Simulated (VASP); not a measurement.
# Os2F (R-3m) in VASP: a series of runs

The runs below take Os2F through single point, relaxation of cell and atoms, with PBE.

Program: VASP 6.6.1. These are calculated values, not measurements. Logs are shortened: lines on timing, memory, paths and dates and some standing lists are left out, and cuts for length are marked.

### 1 The cell of the first run

It takes space group R-3m (No. 166, trigonal). Conventional cell: a = 2.744 Å, b = 2.744 Å, c = 18.497 Å, α = 90.00°, β = 90.00°, γ = 120.00°. Os (site symmetry 3m) has 9 Os at 2.53 to 2.74 Å and 3 F at 2.63 Å within 3.3 Å. F (site symmetry -3m) has 6 Os at 2.63 Å and 6 F at 2.74 Å within 3.5 Å.

### 2 Single point, PBE

INCAR reads:

```
ALGO = Normal
EDIFF = 1E-7
ENCUT = 520
GGA = PE
ISIF = 2
ISMEAR = 0
LASPH = T
LCHARG = F
LREAL = F
LWAVE = F
NBANDS = 18
NELM = 100
PREC = Accurate
SIGMA = 0.1
```

KPOINTS reads:

```
k-points
0
Gamma
  6 6 6
```

POSCAR reads:

```
Os2F
1.0
    1.3717827608      0.7919991462      6.1656053540
   -1.3717827608      0.7919991462      6.1656053540
    0.0000000000     -1.5839982924      6.1656053540
Os F
2 1
Direct
    0.7798634127      0.7798634127      0.7798634127
    0.2201365873      0.2201365873      0.2201365873
    0.0000000000      0.0000000000      0.0000000000
```

Potentials or basis: VASP PAW PBE potentials, release 64 (Os, F).

Launch:

```sh
$ cat potpaw_PBE.64/Os/POTCAR potpaw_PBE.64/F/POTCAR > POTCAR
$ mpirun -np 1 vasp_std > vasp.out
```

OUTCAR:

```text
EDIFF = 1E-7
   ENCUT = 520
   GGA = PE
   ISIF = 2
   ISMEAR = 0
   LASPH = T
   LREAL = F
   NELM = 100
   PREC = Accurate

 ion  position               nearest neighbor table
   1  0.780  0.780  0.780-   2 2.53   2 2.53   2 2.53   3 2.63   3 2.63   3 2.63
   2  0.220  0.220  0.220-   1 2.53   1 2.53   1 2.53   3 2.63   3 2.63   3 2.63
   3  0.000  0.000  0.000-   1 2.63   2 2.63   1 2.63   1 2.63   2 2.63   2 2.63

  LATTYP: Found a trigonal (rhomboedric) cell.
 ALAT       =     6.3658259458
 COS(alpha) =     0.9071266401

  Lattice vectors:

 A1 = (   1.3717827608,   0.7919991462,   6.1656053540)
 A2 = (  -1.3717827608,   0.7919991462,   6.1656053540)
 A3 = (   0.0000000000,  -1.5839982924,   6.1656053540)

Analysis of symmetry for initial positions (statically):
=====================================================================
 Subroutine PRICEL returns:
 Original cell was already a primitive cell.

 Routine SETGRP: Setting up the symmetry group for a
 trigonal (rhombohedral) supercell.

 Subroutine GETGRP returns: Found 12 space group operations
 (whereof 12 operations were pure point group operations)
 out of a pool of 12 trial point group operations.

The static configuration has the point symmetry D_3d.

Analysis of symmetry for dynamics (positions and initial velocities):
=====================================================================
 Subroutine PRICEL returns:
 Original cell was already a primitive cell.

 Routine SETGRP: Setting up the symmetry group for a
 trigonal (rhombohedral) supercell.

 Subroutine GETGRP returns: Found 12 space group operations
 (whereof 12 operations were pure point group operations)
 out of a pool of 12 trial point group operations.

The dynamic configuration has the point symmetry D_3d.

 Subroutine INISYM returns: Found 12 space group operations
 (whereof 12 operations are pure point group operations),
 and found     1 'primitive' translations

----------------------------------------------------------------------------------------

                                     Primitive cell

  volume of cell :      40.1918

  direct lattice vectors                    reciprocal lattice vectors
     1.371782761  0.791999146  6.165605354     0.364489199  0.210437937  0.054063359
    -1.371782761  0.791999146  6.165605354    -0.364489199  0.210437937  0.054063359
     0.000000000 -1.583998292  6.165605354     0.000000000 -0.420875875  0.054063359

  length of vectors
     6.365825946  6.365825946  6.365825946     0.424334006  0.424334006  0.424334006

  position of ions in fractional coordinates (direct lattice)
     0.779863413  0.779863413  0.779863413
     0.220136587  0.220136587  0.220136587
     0.000000000  0.000000000  0.000000000

  ion indices of the primitive-cell ions
   primitive index   ion index
                 1           1
                 2           2
                 3           3

----------------------------------------------------------------------------------------

 KPOINTS: k-points

Automatic generation of k-mesh.
 Grid dimensions read from file:
 generate k-points for:    6    6    6

 Generating k-lattice:

  Cartesian coordinates                     Fractional coordinates (reciprocal lattice)
     0.060748200  0.035072990  0.009010560     0.166666667 -0.000000000  0.000000000
    -0.060748200  0.035072990  0.009010560    -0.000000000  0.166666667  0.000000000
     0.000000000 -0.070145979  0.009010560     0.000000000  0.000000000  0.166666667

  Length of vectors
     0.070722334  0.070722334  0.070722334

  Shift w.r.t. Gamma in fractional coordinates (k-lattice)
     0.000000000  0.000000000  0.000000000

 Subroutine IBZKPT returns following result:
 ===========================================

 Found     32 irreducible k-points:

 Following reciprocal coordinates:
            Coordinates               Weight
  0.000000  0.000000  0.000000      1.000000
  0.166667 -0.000000  0.000000      6.000000
  0.333333  0.000000  0.000000      6.000000
  0.500000  0.000000  0.000000      3.000000
  0.166667  0.166667 -0.000000      6.000000
  0.333333  0.166667  0.000000     12.000000
[... 16 lines left out ...]
  0.500000  0.500000  0.166667      6.000000
 -0.333333  0.500000  0.166667     12.000000
 [... further k-points ...]
   k-points           NKPTS =     32   k-points in BZ     NKDIM =     32   number of bands    NBANDS=     18
   number of dos      NEDOS =    301   number of ions     NIONS =      3
   total plane-waves  NPLWV = 110592
   dimension x,y,z NGX =    48 NGY =   48 NGZ =   48
   dimension x,y,z NGXF=    96 NGYF=   96 NGZF=   96
   ions per type =               2   1
   NGX,Y,Z   is equivalent  to a cutoff of  12.54, 12.54, 12.54 a.u.
   NGXF,Y,Z  is equivalent  to a cutoff of  25.07, 25.07, 25.07 a.u.
 SYSTEM =  unknown system
   PREC   = accura    normal or accurate (medium, high low for compatibility)
   ISTART =      0    job   : 0-new  1-cont  2-samecut
   ICHARG =      2    charge: 1-file 2-atom 10-const
   ISPIN  =      1    spin polarized calculation?
   LNONCOLLINEAR =      F non collinear calculations
   LSORBIT =      F    spin-orbit coupling
   LASPH  =      T    aspherical Exc in radial PAW
   ENCUT  =  520.0 eV  38.22 Ry    6.18 a.u.  11.84 11.84 11.84*2*pi/ulx,y,z
   NELM   =    100;   NELMIN=  2; NELMDL= -5     # of ELM steps
   EDIFF  = 0.1E-06   stopping-criterion for ELM
   LREAL  =      F    real-space projection
   EDIFFG = 0.1E-05   stopping-criterion for IOM
   NSW    =      0    number of steps for IOM
   IBRION =     -1    ionic relax: 0-MD 1-quasi-New 2-CG
   NFREE  =      0    steps in history (QN), initial steepest desc. (CG)
   ISIF   =      2    stress and relaxation
   ISYM   =      2    0-nonsym 1-usesym 2-fastsym
   POTIM  = 0.5000    time-step for ionic-motion
   TEBEG  =    0.0;   TEEND  =   0.0 temperature during run
   PSTRESS=    0.0 pullay stress
   NELECT =      23.0000    total number of electrons
   NUPDOWN=      -1.0000    fix difference up-down
   EMIN   =  10.00;   EMAX   =-10.00  energy-range for DOS
   EFERMI =   0.00;   METHOD = LEGACY
   ISMEAR =     0;   SIGMA  =   0.10  broadening in eV -4-tet -1-fermi 0-gaus
   EFERMI_NEDOS =   21; number of points for ismear=-14 and -15
   IALGO  =     38    algorithm
   IMIX   =      4    mixing-type and parameters
     AMIX     =   0.40;   BMIX     =  1.00
     AMIX_MAG =   1.60;   BMIX_MAG =  1.00
  volume/ion in A,a.u.               =      13.40        90.41
  Fermi-wavevector in a.u.,A,eV,Ry     =   1.359164  2.568447 25.134396  1.847326
  Thomas-Fermi vector in A             =   2.485935
   LORBIT       =      0    0 simple, 1 ext, 2 COOP (PROOUT), +10 PAW based schemes
   GGA     = PE    functional components
   LHFCALC =     F    Hartree Fock is set to
   AEXX    =    0.0000 exact exchange contribution
   IVDW    =     0    specifies the selected vdW correction
   LEPSILON=     F    determine dielectric tensor
   LRPA    =     F    only Hartree local field effects (RPA)
 non-spin polarized calculation
 Gauss-broadening in eV      SIGMA  =   0.10
  energy-cutoff  :      520.00
  volume of cell :       40.19
 maximum number of plane-waves:      1091
   NGX = 23   NGY = 23   NGZ = 23

 number of electron      23.0000005 magnetization

 Free energy of the ion-electron system (eV)
  ---------------------------------------------------
  ext. energy  EPLUGINS =         0.00000000
  ---------------------------------------------------
  free energy    TOTEN  =       -24.32700982 eV

  energy without entropy =      -24.31637596  energy(sigma->0) =      -24.32169289

 E-fermi :   6.6329     XC(G=0): -12.6624

 val. band max:        6.6207500715   @ k =   0.3333   0.3333   0.0000
 cond. band min:       6.6396944784   @ k =  -0.3333   0.3333   0.3333
 fundamental gap:      0.0189444069
 Fermi energy:         6.6329137568

 k-point     1 :       0.0000    0.0000    0.0000
  band No.  band energies     occupation
      1     -16.8030      2.00000
      2      -2.6363      2.00000
      3      -1.5159      2.00000
      4       0.8027      2.00000
      5       2.9659      2.00000
      6       2.9659      2.00000
[... 10 lines left out ...]
     17       9.5085      0.00000
     18      19.2111      0.00000

 k-point     2 :       0.1667   -0.0000    0.0000
  band No.  band energies     occupation
      1     -16.6670      2.00000
      2      -1.7106      2.00000
      3      -0.7343      2.00000
      4       0.9121      2.00000
      5       2.3643      2.00000
      6       2.7520      2.00000
[... 10 lines left out ...]
     17      12.6265      0.00000
     18      20.7693      0.00000

 k-point     3 :       0.3333    0.0000    0.0000
  band No.  band energies     occupation
      1     -16.3851      2.00000
      2      -0.5915      2.00000
      3      -0.2683      2.00000
      4       0.7746      2.00000
      5       1.1025      2.00000
      6       2.0809      2.00000
[... 10 lines left out ...]
     17      15.7702      0.00000
     18      18.3335      0.00000

 k-point     4 :       0.5000    0.0000    0.0000
  band No.  band energies     occupation
      1     -16.2382      2.00000
      2      -0.8992      2.00000
      3      -0.0414      2.00000
      4       0.1988      2.00000
      5       0.5562      2.00000
      6       2.3343      2.00000
[... 375 lines left out ...]
      4       0.9036      2.00000
      5       1.0451      2.00000
      6       1.5189      2.00000
[... 10 lines left out ...]
     17      15.2163      0.00000
     18      16.5616      0.00000

 k-point    23 :       0.5000    0.5000    0.1667
  band No.  band energies     occupation
      1     -16.3859      2.00000
      2      -0.7534      2.00000
      3       0.1924      2.00000
      4       0.5668      2.00000
      5       0.9838      2.00000
      6       1.9303      2.00000
[... 10 lines left out ...]
     17      16.1998      0.00000
     18      18.6881      0.00000

 k-point    24 :      -0.3333    0.5000    0.1667
  band No.  band energies     occupation
      1     -16.2408      2.00000
      2      -0.0653      2.00000
      3       0.1730      2.00000
      4       0.7850      2.00000
      5       0.9706      2.00000
      6       1.8776      2.00000
[... 10 lines left out ...]
     17      15.2805      0.00000
     18      16.3831      0.00000

 [... further k-points ...]

------------------------ aborting loop because EDIFF is reached ----------------------------------------

  FORCE on cell =-STRESS in cart. coord.  units (eV):
  Direction    XX          YY          ZZ          XY          YZ          ZX
  --------------------------------------------------------------------------------------
  -------------------------------------------------------------------------------------
  Total       -0.0797308     -0.0797308     -0.1130834     -0.0000000     -0.0000000      0.0000000
  in kB       -3.1783365     -3.1783365     -4.5078806     -0.0000000     -0.0000000      0.0000000
  external PRESSURE =      -3.6215179 kB  Pullay stress =       0.0000000 kB

 VOLUME and BASIS-vectors are now :
 -----------------------------------------------------------------------------
  energy-cutoff  :      520.00
  volume of cell :       40.19
      direct lattice vectors                 reciprocal lattice vectors
     1.371782761  0.791999146  6.165605354     0.364489199  0.210437937  0.054063359
    -1.371782761  0.791999146  6.165605354    -0.364489199  0.210437937  0.054063359
     0.000000000 -1.583998292  6.165605354     0.000000000 -0.420875875  0.054063359

 POSITION                                       TOTAL-FORCE (eV/Angst)
 -----------------------------------------------------------------------------------
      0.00000      0.00000     14.42499         0.000000     -0.000000      0.000235
      0.00000      0.00000      4.07183         0.000000     -0.000000     -0.000235
      0.00000      0.00000      0.00000         0.000000      0.000000     -0.000000
 -----------------------------------------------------------------------------------
    total drift:                               -0.000000      0.000000      0.000000

  FREE ENERGIE OF THE ION-ELECTRON SYSTEM (eV)
  ---------------------------------------------------
  free  energy   TOTEN  =       -24.3270098150 eV

  energy  without entropy=      -24.3163759581  energy(sigma->0) =      -24.32169289
```

It took 39 s on 1 thread of Intel Xeon 6975P-C (Granite Rapids), shared host; peak memory 0.31 GiB.

Results:

* Free energy: -24.3270 eV
* Pressure: -0.4 GPa

Stress tensor (GPa, compression positive):
```
-0.32  0.00  0.00
 0.00 -0.32  0.00
 0.00  0.00 -0.45
```

Levels at points of the mesh, in eV from the Fermi level:
```tsv
k point	band 7	band 8	band 9	band 10	band 11	band 12	band 13	band 14	band 15	band 16
(0.00, 0.00, 0.00)	-3.02	-3.02	-2.72	-2.72	-2.52	-0.32	-0.32	1.60	1.60	2.79
(0.50, 0.00, 0.00)	-3.84	-3.10	-2.91	-0.74	0.71	1.48	2.03	2.59	3.59	4.25
(0.50, 0.50, 0.00)	-4.13	-2.42	-2.30	-0.39	0.51	1.17	2.03	2.58	2.63	4.63
(0.50, 0.50, 0.50)	-3.19	-3.19	-2.97	-2.97	-2.30	-0.32	-0.14	-0.14	1.54	1.54
```

Caveat: the k points lie up to 0.44 Å⁻¹ apart; spin-orbit coupling is left out, which moves the levels of the heavy elements; an odd number of electrons without spin polarisation forces a metal; a magnetic or distorted state may lie lower.

(Part 1 of 2 ends here.)
